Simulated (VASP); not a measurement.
# ZnCu (Pm-3m) in VASP: single point with LDA+U

Aim: the single point of ZnCu with LDA+U.

Everything below comes from runs of VASP 6.6.1. Logs are shortened: lines on timing, memory, paths and dates and some standing lists are left out, and cuts for length are marked.

**1. The cell of the first run**

It takes space group Pm-3m (No. 221, cubic). The conventional cell has a = 2.973 Å, b = 2.973 Å, c = 2.973 Å, α = 90.00°, β = 90.00°, γ = 90.00°. Cu (site symmetry m-3m) has 8 Zn at 2.58 Å and 6 Cu at 2.97 Å within 3.4 Å. Within 3.4 Å of Zn (site symmetry m-3m) lie 8 Cu at 2.58 Å and 6 Zn at 2.97 Å.

**2. Single point, LDA+U, non-collinear spin, typed start**

Input file INCAR:

```
  ALGO = Normal
  EDIFF = 1E-6
  ENCUT = 520
  GGA = CA
  ISIF = 2
  ISMEAR = 0
  LASPH = T
  LCHARG = F
  LDAU = T
  LDAUJ = 0 0
  LDAUL = 2 -1
  LDAUPRINT = 1
  LDAUTYPE = 2
  LDAUU = 1.05 0
  LMAXMIX = 4
  LNONCOLLINEAR = T
  LORBIT = 11
  LREAL = F
  LWAVE = F
  MAGMOM = 0.547 -0.379 0.747 0.332 0.93 -0.156 0 0 0 0 0 0
  NBANDS = 60
  NELM = 150
  PREC = Accurate
  SIGMA = 0.0124
```

Input file KPOINTS:

```
k-points
0
Gamma
  7 7 7
```

Input file POSCAR:

```
ZnCu
1.0
    2.9733959300      2.9733959300      0.0000000000
    0.0000000000      2.9733959300      2.9733959300
    2.9733959300      0.0000000000      2.9733959300
Cu Zn
2 2
Direct
    0.0000000000      0.0000000000      0.0000000000
    0.5000000000      0.5000000000      0.5000000000
    0.2500000000      0.2500000000      0.2500000000
    0.7500000000      0.7500000000      0.7500000000
```

Potentials or basis: VASP PAW LDA potentials, release 64 (Cu, Zn).

The run is started by

```console
> cat potpaw_LDA.64/Cu/POTCAR potpaw_LDA.64/Zn/POTCAR > POTCAR
> mpirun -np 1 vasp_ncl > vasp.out
```

OUTCAR:

```text
EDIFF = 1E-6
   ENCUT = 520
   GGA = CA
   ISIF = 2
   ISMEAR = 0
   LASPH = T
   LNONCOLLINEAR = T
   LORBIT = 11
   LREAL = F
   NELM = 150
   PREC = Accurate

 ion  position               nearest neighbor table
   1  0.000  0.000  0.000-   4 2.58   3 2.58   4 2.58   3 2.58   4 2.58   3 2.58   3 2.58   4 2.58

   2  0.500  0.500  0.500-   3 2.58   4 2.58   3 2.58   3 2.58   4 2.58   4 2.58   4 2.58   3 2.58

   3  0.250  0.250  0.250-   1 2.58   2 2.58   1 2.58   1 2.58   2 2.58   2 2.58   2 2.58   1 2.58
                             4 2.97   4 2.97   4 2.97   4 2.97   4 2.97   4 2.97
   4  0.750  0.750  0.750-   2 2.58   1 2.58   2 2.58   1 2.58   2 2.58   1 2.58   1 2.58   2 2.58
                             3 2.97   3 2.97   3 2.97   3 2.97   3 2.97   3 2.97

  LATTYP: Found a face centered cubic cell.
 ALAT       =     5.9467918600

  Lattice vectors:

 A1 = (   2.9733959300,   2.9733959300,   0.0000000000)
 A2 = (   0.0000000000,   2.9733959300,   2.9733959300)
 A3 = (   2.9733959300,   0.0000000000,   2.9733959300)

Analysis of symmetry for initial positions (statically):
=====================================================================
 Subroutine PRICEL returns following result:

  LATTYP: Found a simple cubic cell.
 ALAT       =     2.9733959300

  Lattice vectors:

 A1 = (   0.0000000000,   0.0000000000,  -2.9733959300)
 A2 = (   0.0000000000,   2.9733959300,   0.0000000000)
 A3 = (   2.9733959300,   0.0000000000,   0.0000000000)

   2 primitive cells build up your supercell.

 Routine SETGRP: Setting up the symmetry group for a
 face centered cubic supercell.

 Subroutine GETGRP returns: Found 48 space group operations
 (whereof 48 operations were pure point group operations)
 out of a pool of 48 trial point group operations.

The static configuration has the point symmetry O_h .

Analysis of symmetry for dynamics (positions and initial velocities):
=====================================================================
 Subroutine PRICEL returns following result:

  LATTYP: Found a simple cubic cell.
 ALAT       =     2.9733959300

  Lattice vectors:

 A1 = (   0.0000000000,   0.0000000000,  -2.9733959300)
 A2 = (   0.0000000000,   2.9733959300,   0.0000000000)
 A3 = (   2.9733959300,   0.0000000000,   0.0000000000)

   2 primitive cells build up your supercell.

 Routine SETGRP: Setting up the symmetry group for a
 face centered cubic supercell.

 Subroutine GETGRP returns: Found 48 space group operations
 (whereof 48 operations were pure point group operations)
 out of a pool of 48 trial point group operations.

The dynamic configuration has the point symmetry O_h .

Analysis of structural, dynamic, and magnetic symmetry:
=====================================================================
 Subroutine PRICEL returns:
 Original cell was already a primitive cell.
[... 199 lines left out ...]
  o =  0.9324  v =  0.0000  0.0000  0.3769  0.0000 -0.2061 -0.0000  0.0000 -0.0454 -0.0000 -0.1013      0.0000 -0.0000  0.7456  0.0000 -0.0056  0.0001 -0.0000  0.4930 -0.0000 -0.0634
  o =  0.9324  v =  0.0000 -0.0000 -0.0947 -0.0000 -0.8402  0.0000 -0.0000  0.0030  0.0000 -0.4154      0.0000  0.0000 -0.1817  0.0000  0.0042  0.0001 -0.0000 -0.1217 -0.0000 -0.2542
  o =  0.9325  v = -0.0000  0.0000  0.0307 -0.0001  0.4402 -0.0000  0.0001  0.1307 -0.0000 -0.5174      0.0000  0.0000  0.1916  0.0001  0.1458 -0.0001  0.0001 -0.3003  0.0000 -0.6101
  o =  0.9325  v =  0.0000 -0.0000 -0.3830  0.0001 -0.0346 -0.0000  0.0000  0.7936  0.0000 -0.1289      0.0000 -0.0000  0.2749 -0.0000 -0.1877  0.0000 -0.0000 -0.0540  0.0000  0.3032

atom =   2  type =  1  l = 2

 onsite density matrix

spin component  1

  0.9177 -0.0000  0.0000  0.0000  0.0000      0.0000  0.0000 -0.0000 -0.0000 -0.0000
 -0.0000  0.9177 -0.0000 -0.0000  0.0000     -0.0000  0.0000 -0.0000  0.0000  0.0000
  0.0000 -0.0000  0.9324 -0.0000  0.0000      0.0000  0.0000 -0.0000 -0.0000 -0.0000
  0.0000 -0.0000 -0.0000  0.9177 -0.0000      0.0000 -0.0000  0.0000 -0.0000  0.0000
  0.0000  0.0000  0.0000 -0.0000  0.9324      0.0000 -0.0000  0.0000 -0.0000 -0.0000
[... 19 lines left out ...]
  0.9177  0.0000 -0.0000  0.0000  0.0000     -0.0000  0.0000  0.0000  0.0000  0.0000
  0.0000  0.9177  0.0000  0.0000 -0.0000     -0.0000 -0.0000 -0.0000 -0.0000 -0.0000
 -0.0000  0.0000  0.9325  0.0000 -0.0000     -0.0000  0.0000  0.0000  0.0000  0.0000
  0.0000  0.0000  0.0000  0.9177  0.0000     -0.0000  0.0000 -0.0000  0.0000 -0.0000
  0.0000 -0.0000 -0.0000  0.0000  0.9325     -0.0000  0.0000 -0.0000  0.0000 -0.0000

 occupancies and eigenvectors

  o =  0.9176  v =  0.5165 -0.3685 -0.0000 -0.3110  0.0000  0.2678  0.0228  0.0000 -0.0945 -0.0000      0.0000 -0.3170  0.0000 -0.0993  0.0000  0.3316 -0.3842  0.0000 -0.2272  0.0000
  o =  0.9176  v = -0.2531  0.1134 -0.0000 -0.6545  0.0000 -0.1182 -0.0323  0.0001 -0.1713 -0.0000      0.0000  0.1534 -0.0000 -0.2838 -0.0000 -0.1687  0.1595  0.0001 -0.5407  0.0000
  o =  0.9176  v = -0.5269 -0.4325  0.0001  0.0100  0.0000 -0.2788  0.0091 -0.0000  0.0008  0.0000      0.0000 -0.3913 -0.0000  0.0326  0.0000 -0.3003 -0.4603 -0.0000  0.0339  0.0000
  o =  0.9177  v =  0.3767  0.4495  0.0000 -0.1848 -0.0000 -0.3116 -0.3549  0.0000  0.0846 -0.0000      0.0000  0.0297 -0.0000 -0.0776  0.0000 -0.3428 -0.4664  0.0000  0.2228 -0.0000
  o =  0.9177  v = -0.3469  0.0782 -0.0000 -0.4922 -0.0001  0.2756 -0.0170  0.0001  0.2705 -0.0000      0.0000  0.0400  0.0000 -0.1365  0.0000  0.3356 -0.0733  0.0001  0.5862  0.0000
  o =  0.9177  v =  0.3596 -0.4201 -0.0001 -0.2807 -0.0000 -0.2841  0.3133 -0.0000  0.1887  0.0000      0.0000 -0.0027  0.0000 -0.0596 -0.0000 -0.3521  0.4076  0.0000  0.3276  0.0000
  o =  0.9324  v =  0.0001 -0.0000  0.5360  0.0000 -0.1010  0.0000  0.0000  0.4647 -0.0000 -0.1650      0.0000  0.0001 -0.5652 -0.0000  0.3375  0.0000  0.0000 -0.0991  0.0000  0.1271
  o =  0.9324  v =  0.0000  0.0000  0.3513  0.0000  0.6992 -0.0000  0.0000  0.1719  0.0000  0.4717      0.0000 -0.0000 -0.0009 -0.0000 -0.3431  0.0000  0.0000  0.1203  0.0001  0.0592
  o =  0.9325  v = -0.0000 -0.0000  0.2678 -0.0001  0.3998 -0.0001  0.0000 -0.1973 -0.0000 -0.4888      0.0000  0.0000  0.1849 -0.0000  0.0665  0.0000  0.0000 -0.4895  0.0000 -0.4609
  o =  0.9325  v =  0.0000  0.0000  0.2357 -0.0000 -0.2780 -0.0000 -0.0000 -0.0033  0.0000  0.2288      0.0000  0.0001  0.3292 -0.0001 -0.1666  0.0000 -0.0000 -0.6721 -0.0000  0.4764

 number of electron      45.9999964 magnetization      -0.0003972     -0.0002681     -0.0002583

 Free energy of the ion-electron system (eV)
  ---------------------------------------------------
  ext. energy  EPLUGINS =         0.00000000
  ---------------------------------------------------
  free energy    TOTEN  =       -12.64024203 eV

  energy without entropy =      -12.63993547  energy(sigma->0) =      -12.64008875

 E-fermi :   5.0498     XC(G=0): -12.5913

 val. band max:        4.9434774714   @ k =   0.0000   0.2857   0.2857
 cond. band min:       5.0582496993   @ k =   0.1429   0.0000  -0.2857
 fundamental gap:      0.1147722280
 Fermi energy:         5.0498421674

 k-point     1 :       0.0000    0.0000    0.0000
  band No.  band energies     occupation
      1      -5.0860      1.00000
      2      -5.0858      1.00000
      3      -2.8419      1.00000
      4      -2.8419      1.00000
      5      -2.8419      1.00000
      6      -2.8419      1.00000
[... 1453 lines left out ...]
     57      11.4430      0.00000
     58      11.4431      0.00000

 [... further k-points ...]

 [bands above 58 left out]

------------------------ aborting loop because EDIFF is reached ----------------------------------------

  FORCE on cell =-STRESS in cart. coord.  units (eV):
  Direction    XX          YY          ZZ          XY          YZ          ZX
  --------------------------------------------------------------------------------------
  -------------------------------------------------------------------------------------
  Total       -4.2332758     -4.2332834     -4.2332887     -0.0000065     -0.0000085     -0.0000613
  in kB     -129.0027373   -129.0029689   -129.0031297     -0.0001972     -0.0002604     -0.0018672
  external PRESSURE =    -129.0029453 kB  Pullay stress =       0.0000000 kB

 VOLUME and BASIS-vectors are now :
 -----------------------------------------------------------------------------
  energy-cutoff  :      520.00
  volume of cell :       52.58
      direct lattice vectors                 reciprocal lattice vectors
     2.973395930  2.973395930  0.000000000     0.168157895  0.168157895 -0.168157895
     0.000000000  2.973395930  2.973395930    -0.168157895  0.168157895  0.168157895
     2.973395930  0.000000000  2.973395930     0.168157895 -0.168157895  0.168157895

 POSITION                                       TOTAL-FORCE (eV/Angst)
 -----------------------------------------------------------------------------------
      0.00000      0.00000      0.00000         0.000000     -0.000000      0.000000
      2.97340      2.97340      2.97340         0.000000      0.000000      0.000000
      1.48670      1.48670      1.48670         0.000001      0.000000     -0.000002
      4.46009      4.46009      4.46009        -0.000001     -0.000000      0.000002
 -----------------------------------------------------------------------------------
    total drift:                               -0.000000     -0.000000     -0.000000

  FREE ENERGIE OF THE ION-ELECTRON SYSTEM (eV)
  ---------------------------------------------------
  free  energy   TOTEN  =       -12.6402420288 eV

  energy  without entropy=      -12.6399354662  energy(sigma->0) =      -12.64008875

 total charge

# of ion       s       p       d       tot
------------------------------------------
    1        0.417   0.362   9.217   9.996
    2        0.417   0.362   9.217   9.996
    3        0.582   0.502   9.734  10.817
    4        0.582   0.502   9.734  10.817
--------------------------------------------------
tot          1.996   1.728  37.901  41.625

 magnetization (x)

# of ion       s       p       d       tot
------------------------------------------
    1       -0.000  -0.000  -0.000  -0.000
    2       -0.000  -0.000  -0.000  -0.000
    3       -0.000  -0.000  -0.000  -0.000
    4       -0.000  -0.000  -0.000  -0.000
--------------------------------------------------
tot         -0.000  -0.000  -0.000  -0.000

 magnetization (y)

# of ion       s       p       d       tot
------------------------------------------
    1       -0.000  -0.000  -0.000  -0.000
    2       -0.000  -0.000  -0.000  -0.000
    3       -0.000  -0.000  -0.000  -0.000
    4       -0.000  -0.000  -0.000  -0.000
--------------------------------------------------
tot         -0.000  -0.000  -0.000  -0.000

 magnetization (z)

# of ion       s       p       d       tot
------------------------------------------
    1       -0.000  -0.000  -0.000  -0.000
    2       -0.000  -0.000  -0.000  -0.000
    3       -0.000  -0.000  -0.000  -0.000
    4       -0.000  -0.000  -0.000  -0.000
--------------------------------------------------
tot         -0.000  -0.000  -0.000  -0.000
```

It took 29 min on 1 thread of Intel Xeon 8259CL, shared host; peak memory 0.76 GiB.

What came out:

```yaml
Free_energy: -12.6402 eV
Pressure: -12.9 GPa
Band_gap_on_the_k_mesh: zero (bands 46 and 47 overlap by 6.21 eV)
Net_moment: 0.00 μB per cell
Valence_electrons_inside_the_program's_atomic_spheres: Cu 10.00; Zn 10.82
```

Levels at points of the mesh, in eV from the Fermi level:
```tsv
k point	band 43	band 44	band 45	band 46	band 47	band 48	band 49	band 50
(0.00, 0.00, 0.00)	3.45	3.45	4.30	4.30	4.30	4.30	4.30	4.30
```

Moments on the atoms (μB; x, y, z):
```
Cu  0.00 0.00 0.00
Cu  0.00 0.00 0.00
Zn  0.00 0.00 0.00
Zn  0.00 0.00 0.00
```

Caveat: the cell stands under tension; the U is typed as a test and isn't derived for this compound. The state reached can hang on the start; a lower one may exist.

The gap in the log of VASP goes by the Fermi energy; the results here count the filled bands.